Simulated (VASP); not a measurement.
Input of a VASP 6.6.1 run:

Contents of INCAR:

```
PREC     = Accurate       # precision mode
ENCUT    = 520            # plane-wave cutoff, eV
EDIFF    = 1E-6           # SCF threshold, eV
ISMEAR   = 0              # smearing method
SIGMA    = 0.15           # smearing width, eV
LREAL    = False          # projectors in reciprocal space
LASPH    = True           # aspherical terms in the spheres
NELM     = 60             # most SCF steps
ALGO     = Normal         # electronic algorithm
ISIF     = 2              # what is computed and relaxed
LWAVE    = False          # write WAVECAR
LCHARG   = False          # write CHGCAR
GGA      = PE             # functional
NBANDS   = 16             # bands
```

The input KPOINTS:

```
regular mesh
0
Gamma
  18 18 16
```

The input POSCAR:

```
WC
1.0
    2.9005014360      0.0000000000      0.0000000000
   -1.4502507180      2.5119079273      0.0000000000
    0.0000000000      0.0000000000      2.8290000000
W C
1 1
Direct
    0.0000000000      0.0000000000      0.0132555673
    0.6666666667      0.3333333333      0.5000000000
```

Potentials or basis: VASP PAW PBE potentials, release 64 (W_sv, C).

The run is started by

```console
$ cat potpaw_PBE.64/W_sv/POTCAR potpaw_PBE.64/C/POTCAR > POTCAR
$ mpirun -np 1 vasp_std > vasp.out
```

(1) What does it give for the largest force?

(2) What does it give for the pressure?

## Answers

(1) 0.556 eV/Å.

(2) 9.9 GPa.

Caveat: the cell differs from its parent crystal (all W atoms moved +0.037 Å, as atom 1 along Cartesian [0 0 1]).
